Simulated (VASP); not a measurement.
Wanted: the native input for a VASP 6.6.1 run.

```yaml
Task: single point
Functional: PBEsol
Potentials_or_basis: VASP PAW PBE potentials, release 64 (Ge_d)
Cutoff: 520 eV
k_mesh: 12 × 12 × 8
Occupations: gaussian, width 0.15 eV
Spin: no spin polarisation
Dipole_correction: no
Further_INCAR_settings: ALGO = Normal; EDIFF = 1e-07; NBANDS = 36
```

The structure of Ge lies in POSCAR:

```
Ge
1.0
    3.4932886429      0.0000000000      0.0000000000
   -1.7466443215      3.0252767075      0.0000000000
    0.0000000000      0.0000000000      6.2493425316
Ge
4
Direct
    0.0000000000      0.0000000000      0.0711500000
    0.0000000000      0.0000000000      0.5711500000
    0.3333333333      0.6666666667      0.8211500000
    0.6666666667      0.3333333333      0.3211500000
```

This isn't the form of Ge at room conditions, which is diamond.

This cell differs from its parent crystal: strain -0.080 along x and y, +0.000 along z.

One way to write it, as run:

INCAR

```
PREC = Accurate
ENCUT = 520
EDIFF = 1E-7
ISMEAR = 0
SIGMA = 0.15
LREAL = F
LASPH = T
NELM = 100
ALGO = Normal
ISIF = 2
LWAVE = F
LCHARG = T
GGA = PS
LELF = T
LVHAR = T
NBANDS = 36
```

KPOINTS

```
regular mesh
0
Gamma
  12 12 8
```

Potentials or basis: VASP PAW PBE potentials, release 64 (Ge_d).

Command:

```console
$ cat potpaw_PBE.64/Ge_d/POTCAR > POTCAR
$ mpirun -np 1 vasp_std > vasp.out
```

It gave:

- Pressure: 16.3 GPa
- Band gap on the k mesh: zero (bands 28 and 29 overlap by 5.59 eV)

Caveat: the cell differs from its parent crystal (strain -0.080 along x and y, +0.000 along z); the cell stands under pressure; the PAW data sets were made with another functional, which shifts forces and pressure a little.

Wall time 2.8 min on 1 thread of Intel(R) Xeon(R) Platinum 8259CL CPU @ 2.50GHz (Skylake/Cascade Lake) (shared host), peak memory 0.28 GiB.
